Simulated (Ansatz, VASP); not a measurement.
**Ir in VASP and in Ansatz**

The input INCAR:

```
  PREC = Accurate
  ENCUT = 560
  EDIFF = 1E-6
  ISMEAR = 0
  SIGMA = 0.1
  LREAL = False
  LASPH = True
  NELM = 120
  ALGO = Normal
  ISIF = 2
  LWAVE = False
  LCHARG = False
  NBANDS = 14
  GGA_COMPAT = False
```

The input KPOINTS:

```
Automatic mesh
0
Gamma
  8 8 8
```

POSCAR

```
Ir
1.0
    0.0000000000      1.9269646700      1.9269646700
    1.9269646700      0.0000000000      1.9269646700
    1.9269646700      1.9269646700      0.0000000000
Ir
1
Direct
    0.0000000000      0.0000000000      0.0000000000
```

Input for Ansatz:

```yaml
crystal:
  lattice:
    - [0.0, 1.92696467, 1.92696467]
    - [1.92696467, 0.0, 1.92696467]
    - [1.92696467, 1.92696467, 0.0]
  atoms:
    - { symbol: Ir, position: [0.0, 0.0, 0.0] }
basis:
  ecutwfc: 420
kpoints:
  mp_grid: { grid: [8, 8, 8] }
hamiltonian:
  xc: lda
  pseudopotentials: { kind: paw, azcp: { folder: soft_1 } }
scf:
  occupations: { method: gaussian, width: 0.1 }
output:
  forces: true
  stress: true
  eigenvalues: true
```

Alike in both runs: task single point; functional LDA; k mesh 8 × 8 × 8; occupations gaussian, width 0.1 eV; no spin polarisation.

```csv
,VASP,Ansatz
version,VASP 6.6.1,Ansatz 0.2.0
potentials or method,"VASP PAW LDA potentials, release 64 (Ir_sv_GW), cutoff 560 eV","scalar-relativistic, plane waves, PAW"
valence electrons in the cell,17,17
```

|  | VASP | Ansatz | Ansatz less VASP |
| --- | --- | --- | --- |
| gap on the k mesh at the Fermi level (eV) | none | none | - |
| pressure (GPa) | -11.5 | -11.1 | +0.42 |

Ansatz warns that its potentials were made for another functional, while VASP's fit it. LDA's correlation is that of Perdew and Zunger in VASP and of Perdew and Wang (1992) in Ansatz. A gap of «none» marks a metal or a gap that the smearing closes.

Spin-orbit coupling is off throughout.
